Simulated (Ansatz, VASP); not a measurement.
One calculation of CdTe, two programs

```
Cd Te
1.0
     0.00000    3.31927    3.31927
     3.31927    0.00000    3.31927
     3.31927    3.31927    0.00000
Cd Te
1 1
Direct
  0.00000 0.00000 0.00000
  0.25000 0.25000 0.25000
```

Alike in both runs: functional PBE; k mesh 6 × 6 × 6; occupations gaussian, width 0.1 eV; no spin polarisation.

Ansatz relaxed the structure, and its values are those at the end. VASP's run is a single point on that final structure, the one shown.

|  | VASP | Ansatz |
| --- | --- | --- |
| version | VASP 6.6.1 | Ansatz 0.2.0 |
| potentials or method | VASP PAW PBE potentials, release 64 (Cd, Te), cutoff 500 eV | scalar-relativistic, plane waves, PAW |
| valence electrons in the cell | 18 | 36 |

```csv
,VASP,Ansatz,Ansatz less VASP
gap on the k mesh at the Fermi level (eV),0.55,0.56,+0.003
least direct gap on the mesh (eV),0.55,0.56,+0.003
pressure (GPa),-0.2,-0.3,-0.11
```

The functional is the same, so the differences come from potentials, cutoffs and numerics. VASP's potentials hold 18 valence electrons a cell and Ansatz's 36, so a difference there can come from the potentials and not from the codes.

Spin-orbit coupling is off throughout.
